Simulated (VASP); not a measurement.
Mg9Bi2Sb4: relaxation of cell and atoms with PBEsol

The system is Mg9Bi2Sb4.

```
Mg Bi Sb
1.0
     0.00040   -0.00023    7.24101
     6.87861    3.97381    0.00026
    -6.87648    3.97014   -0.00051
Mg Bi Sb
9 2 4
Direct
  0.63104 0.33333 0.33677
  0.63067 0.66946 0.99996
  0.63067 0.99720 0.66383
  0.36896 0.33333 0.99656
  0.36933 0.66946 0.66950
  0.36933 0.99720 0.33337
  0.00000 0.98350 0.99175
  0.00000 0.33333 0.66667
  0.00000 0.68317 0.34158
  0.21643 0.33333 0.33262
  0.78357 0.33333 0.00072
  0.22516 0.66665 0.00013
  0.22516 0.00002 0.66682
  0.77484 0.66665 0.66652
  0.77484 0.00002 0.33320
```

| Quantity | Value |
| --- | --- |
| Program | VASP 6.6.1 |
| Task | relaxation of cell and atoms |
| Functional | PBEsol |
| Potentials or basis | VASP PAW PBE potentials, release 64 (Mg, Bi_d, Sb) |
| Cutoff | 600 eV |
| k mesh | 6 × 6 × 6 |
| Occupations | gaussian, width 0.03 eV |
| Spin | no spin polarisation |
| Further INCAR settings | ALGO = Normal; EDIFF = 1e-07; IBRION = 2; EDIFFG = -0.005; NSW = 90; ISIF = 3 |

```json
{
  "Energy gained by relaxing": "0.0 meV/atom",
  "Ionic steps": "6",
  "Pressure after relaxing": "0.0 GPa",
  "Largest force after relaxing": "0.004 eV/Å",
  "Band gap on the k mesh": "0.08 eV (least direct gap 0.19 eV)"
}
```

Forces on the atoms (eV/Å):
```
Mg   0.000  0.000 -0.004
Mg   0.001  0.001  0.000
Mg   0.000 -0.001  0.000
Mg   0.000  0.000  0.004
Mg   0.000  0.001  0.000
Mg  -0.001 -0.001  0.000
Mg  -0.001 -0.002  0.000
Mg   0.000  0.000  0.000
Mg   0.001  0.002  0.000
Bi   0.000  0.000 -0.001
Bi   0.000  0.000  0.001
Sb   0.000  0.001  0.003
Sb   0.000  0.000  0.003
Sb   0.000  0.000 -0.003
Sb   0.000 -0.001 -0.003
```

Final structure:
```cif
data_structure
_symmetry_space_group_name_H-M 'P 1'
_symmetry_Int_Tables_number 1
_cell_length_a 7.2416
_cell_length_b 7.9435
_cell_length_c 7.9397
_cell_angle_alpha 119.984
_cell_angle_beta 90.005
_cell_angle_gamma 89.997
_cell_volume 395.60
loop_
_atom_site_label
_atom_site_type_symbol
_atom_site_fract_x
_atom_site_fract_y
_atom_site_fract_z
_atom_site_occupancy
Mg1 Mg 0.63065 0.33333 0.33670 1
Mg2 Mg 0.63092 0.66938 0.99995 1
Mg3 Mg 0.63092 0.99729 0.66391 1
Mg4 Mg 0.36935 0.33333 0.99663 1
Mg5 Mg 0.36908 0.66938 0.66943 1
Mg6 Mg 0.36908 0.99729 0.33338 1
Mg7 Mg 0.00000 0.98356 0.99178 1
Mg8 Mg 0.00000 0.33333 0.66667 1
Mg9 Mg 0.00000 0.68311 0.34155 1
Bi1 Bi 0.21614 0.33333 0.33250 1
Bi2 Bi 0.78386 0.33333 0.00084 1
Sb1 Sb 0.22512 0.66644 0.00018 1
Sb2 Sb 0.22512 0.00022 0.66707 1
Sb3 Sb 0.77488 0.66644 0.66626 1
Sb4 Sb 0.77488 0.00022 0.33315 1
```

Levels at points of the mesh, in eV from the valence-band top:
```tsv
k point	band 32	band 33	band 34	band 35	band 36	band 37
(0.00, 0.00, 0.00)	-0.40	-0.38	0.00	0.19	0.19	0.66
(0.50, 0.00, 0.00)	-0.75	-0.75	-0.73	1.44	1.44	1.64
(0.00, 0.50, 0.00)	-1.00	-0.86	-0.81	0.26	1.57	1.59
(0.50, 0.50, 0.00)	-1.58	-1.55	-1.42	0.41	1.11	1.65
(0.00, 0.00, 0.50)	-0.95	-0.88	-0.85	0.27	1.57	1.58
(0.50, 0.00, 0.50)	-1.57	-1.51	-1.48	0.42	1.11	1.62
```

It took 42 min on 1 × NVIDIA H100 80GB with 1 thread of AMD EPYC 7R13 Processor (Zen 3) (shared host), peak memory 2.3 GiB.

Caveat: the PAW data sets were made with another functional, which shifts forces and pressure a little; spin-orbit coupling is left out, which moves the levels of the heavy elements. A k mesh can miss the band edges.
